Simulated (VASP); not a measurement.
Input of a VASP 6.6.1 run:

The input INCAR:

```
SYSTEM = MgS
PREC     = Accurate       ! precision mode
ENCUT    = 600            ! plane-wave cutoff, eV
EDIFF    = 1E-6           ! SCF threshold, eV
ISMEAR   = 0              ! smearing method
SIGMA    = 0.01           ! smearing width, eV
LREAL    = .FALSE.        ! projectors in reciprocal space
LASPH    = .TRUE.         ! aspherical terms in the spheres
NELM     = 120            ! most SCF steps
ALGO     = Normal         ! electronic algorithm
ISIF     = 2              ! what is computed and relaxed
LWAVE    = .FALSE.        ! write WAVECAR
LCHARG   = .TRUE.         ! write CHGCAR
GGA      = PS             ! functional
LELF     = .TRUE.         ! ELF
LVHAR    = .TRUE.       
NBANDS   = 11             ! bands
GGA_COMPAT= .FALSE.
```

KPOINTS

```
Automatic mesh
0
G
  4 4 4
  0 0 0
```

The input POSCAR:

```
MgS
1.0
    0.0157311411      2.6013909985      2.5856978984
    2.6013909985      0.0157311411      2.5856978984
    2.6171221396      2.6171221396      0.0000000000
Mg S
1 1
Direct
    0.0000000000      0.0000000000      0.0000000000
    0.5000000000      0.5000000000      0.5000000000
```

Potentials or basis: VASP PAW PBE potentials, release 64 (Mg, S).

Run with:

```console
$ cat potpaw_PBE.64/Mg/POTCAR potpaw_PBE.64/S/POTCAR > POTCAR
$ mpirun -np 1 vasp_std > vasp.out
```

**Question.** Estimate the pressure.

**Answer.** -0.2 GPa.

**Question.** What does it give for the band gap on the k mesh?

**Answer.** 2.60 eV (least direct gap 3.56 eV).

Stress tensor (GPa, compression positive):
```
-0.45 -0.66  0.00
-0.66 -0.45  0.00
 0.00  0.00  0.18
```

Caveat: the k points lie up to 0.53 Å⁻¹ apart; the PAW data sets were made with another functional, which shifts forces and pressure a little. A k mesh can miss the band edges.
